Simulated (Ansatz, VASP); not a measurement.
## One calculation of Sn, two programs

```
Sn
1.0
    -2.94014    2.94014    1.59930
     2.94014   -2.94014    1.59930
     2.94014    2.94014   -1.59930
Sn
2
Cartesian
  0.0000 0.0000 0.0000
  0.0000 2.9401 0.7997
```

Alike in both runs: task relaxation of cell and atoms; functional PBEsol; k mesh 9 × 9 × 9; occupations fermi-dirac, width 0.05 eV; no spin polarisation.

|  | VASP | Ansatz |
| --- | --- | --- |
| version | VASP 6.6.1 | Ansatz 0.2.0 |
| potentials or method | VASP PAW PBE potentials, release 64 (Sn_d), cutoff 600 eV | all-electron LAPW, scalar-relativistic |

```tsv
	VASP	Ansatz	Ansatz less VASP
relaxed volume (Å³/atom)	26.88	26.89	+0.009
relaxed cell length with the largest relative difference (Å)	4.419	4.419	+0.0001
```

VASP's potentials were made for PBE, not for PBEsol. Ansatz ran all-electron here, and VASP with PAW potentials.
